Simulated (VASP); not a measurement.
**CuO: relaxation of cell and atoms with LDA**

Crystal: CuO.

```
CELL_PARAMETERS angstrom
0.00000 2.11656 2.11656
2.11656 0.00000 2.11656
2.11656 2.11656 0.00000
ATOMIC_POSITIONS crystal
Cu 0.02950 0.02810 0.90803
O 0.47050 0.47190 0.59197
```

- Program: VASP 6.6.1
- Task: relaxation of cell and atoms
- Functional: LDA
- Potentials or basis: VASP PAW LDA potentials, release 64 (Cu, O)
- Cutoff: 600 eV
- k mesh: 9 × 9 × 9
- Occupations: fermi-dirac, width 0.05 eV
- Spin: no spin polarisation
- Dipole correction: no
- Further INCAR settings: ALGO = Normal; EDIFF = 1e-06; IBRION = 2; EDIFFG = -0.005; NSW = 80; ISIF = 3

```
Relaxed volume                        : 8.78 Å³/atom
Relaxed cell                          : a = 2.917 Å, b = 2.917 Å, c = 2.917 Å, α = 59.99°, β = 59.99°, γ = 59.99°
Space group after relaxing (to 0.1 Å) : Fm-3m (No. 225)
Energy gained by relaxing             : 209.7 meV/atom
Ionic steps                           : 33
Pressure after relaxing               : 0.0 GPa
Band gap on the k mesh                : zero (an odd number of electrons rules out a gap without spin polarisation)
```

The path:
| step | energy change (eV) | largest force (eV/Å) | pressure (GPa) | volume (Å³) |
| --- | --- | --- | --- | --- |
| 1 | 0.0000 | 0.7356 | 2.37 | 18.96 |
| 2 | -0.0611 | 0.8154 | -6.26 | 19.35 |
| 3 | -0.1010 | 0.8251 | -15.16 | 19.85 |
| 4 | -0.1208 | 0.8300 | -15.61 | 19.80 |
| 5 | -0.1772 | 0.7577 | -16.61 | 19.63 |
| 6 | -0.2562 | 0.4076 | -16.81 | 19.30 |
| 7 | -0.2234 | 0.5949 | -9.98 | 18.60 |
| 8 | -0.2744 | 0.1860 | -15.33 | 19.04 |
| 9 | -0.3227 | 0.1876 | -10.84 | 18.53 |
| 10 | -0.3669 | 0.1939 | -0.54 | 17.61 |
| 11 | -0.3679 | 0.1978 | 1.73 | 17.44 |
| 12 | -0.3758 | 0.1671 | 1.57 | 17.45 |
| 13 | -0.3953 | 0.0989 | 1.25 | 17.46 |
| 14 | -0.4138 | 0.2063 | 1.15 | 17.47 |
| 15 | -0.4141 | 0.2405 | 1.22 | 17.47 |
| 16 | -0.4181 | 0.1030 | -0.90 | 17.62 |
| 17 | -0.4183 | 0.0704 | -1.35 | 17.66 |
| 18 | -0.4193 | 0.0173 | 0.34 | 17.52 |
| 19 | -0.4193 | 0.0164 | 0.18 | 17.54 |
| 20 | -0.4193 | 0.0168 | 0.27 | 17.54 |
| 21 | -0.4190 | 0.0400 | -0.66 | 17.60 |
| 22 | -0.4193 | 0.0173 | 0.07 | 17.54 |
| 23 | -0.4194 | 0.0062 | -0.03 | 17.55 |
| 24 | -0.4194 | 0.0116 | -0.16 | 17.56 |
| 25 | -0.4194 | 0.0108 | 0.09 | 17.54 |
| 26 | -0.4194 | 0.0110 | 0.30 | 17.54 |
| 27 | -0.4194 | 0.0113 | -0.02 | 17.55 |
| 28 | -0.4194 | 0.0111 | 0.03 | 17.55 |
| 29 | -0.4194 | 0.0109 | 0.09 | 17.55 |
| 30 | -0.4194 | 0.0109 | -0.12 | 17.54 |
| 31 | -0.4194 | 0.0108 | 0.31 | 17.54 |
| 32 | -0.4194 | 0.0110 | 0.09 | 17.54 |
| 33 | -0.4194 | 0.0018 | -0.03 | 17.55 |

Final structure:
```
CELL_PARAMETERS angstrom
0.00051 2.06298 2.06261
2.06310 0.00102 2.06221
2.06247 2.06332 -0.00048
ATOMIC_POSITIONS crystal
Cu 0.99997 0.00000 0.00005
O 0.50003 0.50000 0.49995
```

Levels at points of the mesh, in eV from the Fermi level:
```csv
k point,band 5,band 6,band 7,band 8,band 9,band 10,band 11,band 12
"(0.00, 0.00, 0.00)",-2.71,-2.71,-2.71,-2.56,-2.56,1.79,18.21,19.01
```

It took 16 min on 1 thread of Intel(R) Xeon(R) Platinum 8259CL CPU @ 2.50GHz (Skylake/Cascade Lake), with other jobs on the host, peak memory 0.26 GiB.

Caveat: an odd number of electrons without spin polarisation forces a metal; a magnetic or distorted state may lie lower; semilocal functionals often make such compounds metallic where correlation or magnetic order opens a gap, which also shifts bond lengths. With open d or f shells a metallic result of LDA can be an artefact of self-interaction; +U or a hybrid may open a gap.
